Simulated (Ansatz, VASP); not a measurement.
**Y16Cu in VASP and in Ansatz**

```
Y Cu
1.0
    -3.65000   -6.32198    0.00000
     5.47500   -3.16099    0.00000
     0.00000    0.00000   11.46830
Y Cu
16 1
Direct
  0.71816 0.51408 0.03107
  0.48041 0.31950 0.25172
  0.75151 0.47994 0.50824
  0.54861 0.36723 0.76921
  0.47672 0.98671 0.98939
  0.22741 0.83249 0.22771
  0.46710 0.02573 0.50640
  0.23085 0.79365 0.75429
  0.21670 0.47123 0.00153
  0.98218 0.33644 0.26036
  0.26901 0.52533 0.48619
  0.07633 0.27272 0.71679
  0.95489 0.00412 0.98844
  0.71953 0.83168 0.26122
  0.99234 0.97532 0.48310
  0.72776 0.87079 0.72928
  0.91334 0.56948 0.84082
```

Alike in both runs: functional r2SCAN; k mesh 2 × 2 × 1; occupations fermi-dirac, width 0.1 eV; no spin polarisation.

Ansatz relaxed the structure, and its values are those at the end. VASP's run is a single point on that final structure, the one shown.

```csv
,VASP,Ansatz
version,VASP 6.6.1,Ansatz 0.2.0
potentials or method,"VASP PAW PBE potentials, release 64 (Y_sv, Cu), cutoff 520 eV","scalar-relativistic, plane waves, PAW"
valence electrons in the cell,187,195
```

Ansatz gave:

| Property | Result |
| --- | --- |
| rms of the force components (eV/Å) | 0.024 |

**Question.** What did VASP give for the same quantities?

**Answer.** rms of the force components (eV/Å): 0.027.

VASP's potentials were made for PBE, not for r2SCAN. VASP's potentials hold 187 valence electrons a cell and Ansatz's 195, so a difference there can come from the potentials and not from the codes.

The k mesh is coarse, so the values compare programs but aren't converged.
